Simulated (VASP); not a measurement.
# SiC5N8 (Pm) in VASP: further runs, part 2 of 2

VASP 6.6.1.

### Step 4. Single point, r2SCAN

This run uses another cell than the first one, of 6.80 Å³/atom, 0.985 times its volume.

Contents of POSCAR:

```
SiC5N8
1.0
    6.7246709876      0.0000000000      0.0528885511
    0.0000000000      2.4927016421      0.0000000000
   -3.3167173042      0.0000000000      5.6537100002
C Si N
5 1 8
Direct
    0.5751256592      0.5000000000      0.8034234727
    0.7665090019      0.0000000000      0.6006826061
    0.2422291799      0.5000000000      0.4121279296
    0.1754045296      0.5000000000      0.7725133154
    0.4021146690      0.0000000000      0.1860336431
    0.8298026906      0.0000000000      0.2278171920
    0.3252423251      0.5000000000      0.6608189823
    0.6566701590      0.0000000000      0.3426523349
    0.7113673546      0.5000000000      0.6845812904
    0.6380366702      0.0000000000      0.9395992639
    0.0293542505      0.0000000000      0.6923204759
    1.0036799753      0.5000000000      0.2870521643
    0.3239298503      0.0000000000      0.3536205029
    0.3205336850      0.5000000000      0.0367568265
```

Contents of INCAR.step1:

```
SYSTEM = SiC5N8
ALGO = Normal
EDIFF = 1E-4
ENCUT = 520
GGA = PE
ISMEAR = -1
LASPH = .True.
LCHARG = .False.
LREAL = .False.
LWAVE = .True.
NBANDS = 45
NELM = 80
PREC = Accurate
SIGMA = 0.02
```

Contents of INCAR.step2:

```
SYSTEM = SiC5N8
ALGO = Normal
EDIFF = 1E-6
ENCUT = 520
ISIF = 2
ISMEAR = -1
ISTART = 1
LASPH = .True.
LCHARG = .False.
LMIXTAU = .True.
LREAL = .False.
LWAVE = .False.
METAGGA = R2SCAN
NBANDS = 45
NELM = 80
PREC = Accurate
SIGMA = 0.02
```

Contents of KPOINTS:

```
k-points
0
Gamma
  4 10 4
  0 0 0
```

Potentials or basis: VASP PAW PBE potentials, release 64 (C, Si, N).

Command:

```console
cat potpaw_PBE.64/C/POTCAR potpaw_PBE.64/Si/POTCAR potpaw_PBE.64/N/POTCAR > POTCAR
cp INCAR.step1 INCAR
mpirun -np 1 vasp_std > vasp.out
cp INCAR.step2 INCAR
mpirun -np 1 vasp_std > vasp.out
```

OUTCAR:

```text
SYSTEM = SiC5N8
   EDIFF = 1E-6
   ENCUT = 520
   ISIF = 2
   ISMEAR = -1
   ISTART = 1
   LASPH = .True.
   LREAL = .False.
   METAGGA = R2SCAN
   NELM = 80
   PREC = Accurate

 ion  position               nearest neighbor table
   1  0.575  0.500  0.803-   7 1.46  10 1.47  10 1.47   9 1.47
   2  0.767  0.000  0.601-   8 1.47   9 1.48   9 1.48  11 1.56
   3  0.242  0.500  0.412-  12 1.39   7 1.44  13 1.49  13 1.49
   4  0.175  0.500  0.773-  14 1.50  11 1.51  11 1.51   7 1.51
   5  0.402  0.000  0.186-  13 1.44   8 1.49  14 1.51  14 1.51
   6  0.830  0.000  0.228-  12 1.62  12 1.62   8 1.67  10 1.67
   7  0.325  0.500  0.661-   3 1.44   1 1.46   4 1.51
   8  0.657  0.000  0.343-   2 1.47   5 1.49   6 1.67
   9  0.711  0.500  0.685-   1 1.47   2 1.48   2 1.48
  10  0.638  0.000  0.940-   1 1.47   1 1.47   6 1.67
  11  0.029  0.000  0.692-   4 1.51   4 1.51   2 1.56
  12  0.004  0.500  0.287-   3 1.39   6 1.62   6 1.62
  13  0.324  0.000  0.354-   5 1.44   3 1.49   3 1.49
  14  0.321  0.500  0.037-   4 1.50   5 1.51   5 1.51

  LATTYP: Found a simple monoclinic cell.
 ALAT       =     6.5547731038
 B/A-ratio  =     0.3802880134
 C/A-ratio  =     1.0140335381
 COS(beta)  =    -0.4810923918

  Lattice vectors:

 A1 = (  -3.3167173042,   0.0000000000,   5.6537100002)
 A2 = (   0.0000000000,   2.4927016421,   0.0000000000)
 A3 = (  -3.4079536834,   0.0000000000,  -5.7065985513)

Analysis of symmetry for initial positions (statically):
=====================================================================
 Subroutine PRICEL returns:
 Original cell was already a primitive cell.

 Routine SETGRP: Setting up the symmetry group for a
 simple monoclinic supercell.

 Subroutine GETGRP returns: Found  2 space group operations
 (whereof  2 operations were pure point group operations)
 out of a pool of  4 trial point group operations.

The static configuration has the point symmetry C_1h.

Analysis of symmetry for dynamics (positions and initial velocities):
=====================================================================
 Subroutine PRICEL returns:
 Original cell was already a primitive cell.

 Routine SETGRP: Setting up the symmetry group for a
 simple monoclinic supercell.

 Subroutine GETGRP returns: Found  2 space group operations
 (whereof  2 operations were pure point group operations)
 out of a pool of  4 trial point group operations.

The dynamic configuration has the point symmetry C_1h.

 Subroutine INISYM returns: Found  2 space group operations
 (whereof  2 operations are pure point group operations),
 and found     1 'primitive' translations

----------------------------------------------------------------------------------------

                                     Primitive cell

  volume of cell :      95.2081

  direct lattice vectors                    reciprocal lattice vectors
     6.724670988  0.000000000  0.052888551     0.148023200  0.000000000  0.086836981
     0.000000000  2.492701642  0.000000000     0.000000000  0.401171156  0.000000000
    -3.316717304  0.000000000  5.653710000    -0.001384707  0.000000000  0.176062677

  length of vectors
[... 91 lines left out ...]
   dimension x,y,z NGX =    50 NGY =   20 NGZ =   50
   dimension x,y,z NGXF=   100 NGYF=   40 NGZF=  100
   ions per type =               5   1   8
   NGX,Y,Z   is equivalent  to a cutoff of  12.36, 13.34, 12.68 a.u.
   NGXF,Y,Z  is equivalent  to a cutoff of  24.72, 26.68, 25.36 a.u.
 SYSTEM =  SiC5N8
   PREC   = accura    normal or accurate (medium, high low for compatibility)
   ISTART =      1    job   : 0-new  1-cont  2-samecut
   ICHARG =      0    charge: 1-file 2-atom 10-const
   ISPIN  =      1    spin polarized calculation?
   LNONCOLLINEAR =      F non collinear calculations
   LSORBIT =      F    spin-orbit coupling
   LASPH  =      T    aspherical Exc in radial PAW
   ENCUT  =  520.0 eV  38.22 Ry    6.18 a.u.  12.50  4.63 12.19*2*pi/ulx,y,z
   NELM   =     80;   NELMIN=  2; NELMDL=  0     # of ELM steps
   EDIFF  = 0.1E-05   stopping-criterion for ELM
   LREAL  =      F    real-space projection
   EDIFFG = 0.1E-04   stopping-criterion for IOM
   NSW    =      0    number of steps for IOM
   IBRION =     -1    ionic relax: 0-MD 1-quasi-New 2-CG
   NFREE  =      0    steps in history (QN), initial steepest desc. (CG)
   ISIF   =      2    stress and relaxation
   ISYM   =      2    0-nonsym 1-usesym 2-fastsym
   POTIM  = 0.5000    time-step for ionic-motion
   TEBEG  =    0.0;   TEEND  =   0.0 temperature during run
   PSTRESS=    0.0 pullay stress
   NELECT =      64.0000    total number of electrons
   NUPDOWN=      -1.0000    fix difference up-down
   EMIN   =  10.00;   EMAX   =-10.00  energy-range for DOS
   EFERMI =   0.00;   METHOD = LEGACY
   ISMEAR =    -1;   SIGMA  =   0.02  broadening in eV -4-tet -1-fermi 0-gaus
   EFERMI_NEDOS =   21; number of points for ismear=-14 and -15
   IALGO  =     38    algorithm
   IMIX   =      4    mixing-type and parameters
     AMIX     =   0.40;   BMIX     =  1.00
     AMIX_MAG =   1.60;   BMIX_MAG =  1.00
  volume/ion in A,a.u.               =       6.80        45.89
  Fermi-wavevector in a.u.,A,eV,Ry     =   1.434091  2.710040 27.981986  2.056618
  Thomas-Fermi vector in A             =   2.553538
   LORBIT       =      0    0 simple, 1 ext, 2 COOP (PROOUT), +10 PAW based schemes
   METAGGA = R2SCAN    functional components
   LHFCALC =     F    Hartree Fock is set to
   AEXX    =    0.0000 exact exchange contribution
   IVDW    =     0    specifies the selected vdW correction
   LEPSILON=     F    determine dielectric tensor
   LRPA    =     F    only Hartree local field effects (RPA)
 non-spin polarized calculation
  energy-cutoff  :      520.00
  volume of cell :       95.21
 maximum number of plane-waves:      2597
   NGX = 25   NGY =  9   NGZ = 25

 number of electron      64.0000007 magnetization

 Free energy of the ion-electron system (eV)
  ---------------------------------------------------
  ext. energy  EPLUGINS =         0.00000000
  ---------------------------------------------------
  free energy    TOTEN  =      -126.39332975 eV

  energy without entropy =     -126.39332975  energy(sigma->0) =     -126.39332975

 E-fermi :   8.9420     XC(G=0): -13.1557

 val. band max:        8.5326852313   @ k =   0.0000   0.0000   0.0000
 cond. band min:      11.8486616227   @ k =   0.0000   0.5000   0.0000
 fundamental gap:      3.3159763914
 Fermi energy:         8.9420231771

 k-point     1 :       0.0000    0.0000    0.0000
  band No.  band energies     occupation
      1     -16.4130      2.00000
      2     -14.5015      2.00000
      3     -14.0023      2.00000
      4     -13.3845      2.00000
      5     -12.8599      2.00000
      6     -11.4814      2.00000
[... 1117 lines left out ...]
     43      16.9447      0.00000
     44      17.3987      0.00000

 [... further k-points ...]

 [bands above 44 left out]

------------------------ aborting loop because EDIFF is reached ----------------------------------------

  FORCE on cell =-STRESS in cart. coord.  units (eV):
  Direction    XX          YY          ZZ          XY          YZ          ZX
  --------------------------------------------------------------------------------------
  -------------------------------------------------------------------------------------
  Total        0.5117824      0.5781870      0.5850524      0.0000000      0.0000000      0.0034107
  in kB        8.6123547      9.7298218      9.8453537      0.0000000      0.0000000      0.0573964
  external PRESSURE =       9.3958434 kB  Pullay stress =       0.0000000 kB

 VOLUME and BASIS-vectors are now :
 -----------------------------------------------------------------------------
  energy-cutoff  :      520.00
  volume of cell :       95.21
      direct lattice vectors                 reciprocal lattice vectors
     6.724670988  0.000000000  0.052888551     0.148023200  0.000000000  0.086836981
     0.000000000  2.492701642  0.000000000     0.000000000  0.401171156  0.000000000
    -3.316717304  0.000000000  5.653710000    -0.001384707  0.000000000  0.176062677

 POSITION                                       TOTAL-FORCE (eV/Angst)
 -----------------------------------------------------------------------------------
      1.20280      1.24635      4.57274         0.003932      0.000000      0.010228
      3.16223      0.00000      3.43662         0.021183      0.000000      0.022473
      0.26200      1.24635      2.34286         0.032269      0.000000      0.000097
     -1.38267      1.24635      4.37684         0.004403      0.000000      0.001650
      2.08707      0.00000      1.07305         0.020399      0.000000     -0.034106
      4.82454      0.00000      1.33190        -0.000557      0.000000     -0.016956
     -0.00460      1.24635      3.75328        -0.030231      0.000000      0.018728
      3.27941      0.00000      1.97199         0.071376      0.000000     -0.039727
      2.51315      1.24635      3.90805        -0.002454      0.000000      0.006915
      1.17420      0.00000      5.34597        -0.000382      0.000000      0.086979
     -2.09883      0.00000      3.91573        -0.020902      0.000000     -0.014208
     -0.92732      1.24635      1.62310        -0.098779      0.000000     -0.048260
      1.00546      0.00000      2.01640         0.000767      0.000000      0.019860
      2.03357      1.24635      0.22476        -0.001024      0.000000     -0.013675
 -----------------------------------------------------------------------------------
    total drift:                                0.000186      0.000000      0.000615

  FREE ENERGIE OF THE ION-ELECTRON SYSTEM (eV)
  ---------------------------------------------------
  free  energy   TOTEN  =      -126.3933297513 eV

  energy  without entropy=     -126.3933297513  energy(sigma->0) =     -126.39332975
```

Run time: 13 min. Hardware: 1 thread of Intel Xeon Platinum 8488C (Sapphire Rapids), shared host; peak memory 0.35 GiB.

Results:

* Free energy: -126.3933 eV
* Pressure: 0.9 GPa
* Largest force: 0.110 eV/Å
* Band gap on the k mesh: 3.32 eV, indirect (least direct gap 3.43 eV)

Forces in eV/Å, atoms in the order of the input:
```
C    0.004  0.000  0.010
C    0.021  0.000  0.022
C    0.032  0.000  0.000
C    0.004  0.000  0.002
C    0.020  0.000 -0.034
Si  -0.001  0.000 -0.017
N   -0.030  0.000  0.019
N    0.071  0.000 -0.040
N   -0.002  0.000  0.007
N    0.000  0.000  0.087
N   -0.021  0.000 -0.014
N   -0.099  0.000 -0.048
N    0.001  0.000  0.020
N   -0.001  0.000 -0.014
```

Caveat: the PAW data sets were made with another functional, which shifts forces and pressure a little.

### Step 5. Single point, r2SCAN

This run uses another cell than the first one, of 6.80 Å³/atom, 0.985 times its volume.

POSCAR is that of step 4.

Contents of INCAR.step1:

```
PREC = Accurate
ENCUT = 520
ISMEAR = 0
SIGMA = 0.01
LREAL = False
LASPH = True
NELM = 60
NBANDS = 45
GGA = PE
ALGO = Normal
EDIFF = 1E-4
LWAVE = True
LCHARG = False
```

Contents of INCAR.step2:

```
PREC = Accurate
ENCUT = 520
EDIFF = 1E-6
ISMEAR = 0
SIGMA = 0.01
LREAL = False
LASPH = True
NELM = 60
ALGO = Normal
ISIF = 2
LWAVE = False
LCHARG = True
METAGGA = R2SCAN
LMIXTAU = True
LELF = True
LVHAR = True
NBANDS = 45
ISTART = 1
```

Contents of KPOINTS:

```
regular mesh
0
Gamma
  4 10 4
```

Command:

```console
cat potpaw_PBE.64/C/POTCAR potpaw_PBE.64/Si/POTCAR potpaw_PBE.64/N/POTCAR > POTCAR
cp INCAR.step1 INCAR
mpirun -np 1 vasp_std > vasp.out
cp INCAR.step2 INCAR
mpirun -np 1 vasp_std > vasp.out
```

It took 26 min on 1 thread of Oxide Virtual Turin-like, shared host; peak memory 0.31 GiB.

The run converged. Its results:

```
Free energy            : -126.3933 eV
Pressure               : 0.9 GPa
Largest force          : 0.110 eV/Å
Band gap on the k mesh : 3.32 eV, indirect (least direct gap 3.43 eV)
```

Forces in eV/Å, atoms in the order of the input:
```
C    0.004  0.000  0.010
C    0.021  0.000  0.022
C    0.032  0.000  0.000
C    0.004  0.000  0.002
C    0.020  0.000 -0.034
Si  -0.001  0.000 -0.017
N   -0.030  0.000  0.019
N    0.071  0.000 -0.040
N   -0.002  0.000  0.007
N    0.000  0.000  0.087
N   -0.021  0.000 -0.014
N   -0.099  0.000 -0.048
N    0.001  0.000  0.020
N   -0.001  0.000 -0.014
```

Stress tensor (GPa, compression positive):
```
0.86 0.00 0.01
0.00 0.97 0.00
0.01 0.00 0.98
```

Levels at points of the mesh, in eV from the valence-band top:
```tsv
k point	band 30	band 31	band 32	band 33	band 34	band 35
(0.00, 0.00, 0.00)	-0.82	-0.36	0.00	3.43	3.71	4.24
(0.50, 0.00, 0.00)	-0.80	-0.25	-0.06	3.86	4.03	4.19
(0.00, 0.50, 0.00)	-2.44	-2.44	-2.05	3.32	3.95	3.97
(0.50, 0.50, 0.00)	-2.29	-1.95	-1.70	3.36	3.86	4.66
(0.00, 0.00, 0.50)	-1.13	-0.22	-0.04	3.79	3.96	4.03
(0.50, 0.00, 0.50)	-0.95	-0.25	-0.05	3.65	4.14	4.36
(0.00, 0.50, 0.50)	-2.12	-1.97	-1.79	3.35	4.05	4.77
(0.50, 0.50, 0.50)	-2.47	-1.90	-1.53	3.50	4.45	4.61
```

Caveat: the PAW data sets were made with another functional, which shifts forces and pressure a little.

### Step 6. The runs side by side

```csv
level,cell,k mesh,smearing,gap on the mesh (eV),pressure (GPa),largest force (eV/Å)
PBE,"a = 6.769, b = 2.504, c = 6.587 Å, angles 90.0, 120.1, 90.0°, 14 atoms",4 × 8 × 4,fermi-dirac 0.02 eV,2.73,0.3,0.06
PBE,"a = 6.725, b = 2.493, c = 6.555 Å, angles 90.0, 119.9, 90.0°, 14 atoms",4 × 10 × 4,fermi-dirac 0.02 eV,2.81,6.2,0.36
r2SCAN,"a = 6.725, b = 2.493, c = 6.555 Å, angles 90.0, 119.9, 90.0°, 14 atoms",4 × 10 × 4,fermi-dirac 0.02 eV,3.32,0.9,0.11
r2SCAN,"a = 6.725, b = 2.493, c = 6.555 Å, angles 90.0, 119.9, 90.0°, 14 atoms",4 × 10 × 4,gaussian 0.01 eV,3.32,0.9,0.11
```

Alike in all rows: task single point; potentials or basis VASP PAW PBE potentials, release 64 (C, Si, N); no spin polarisation; cutoff (eV) 520.

Caveats: the PAW data sets were made with another functional, which shifts forces and pressure a little (some runs).

Absolute energies hang on the potentials; compare differences alone.
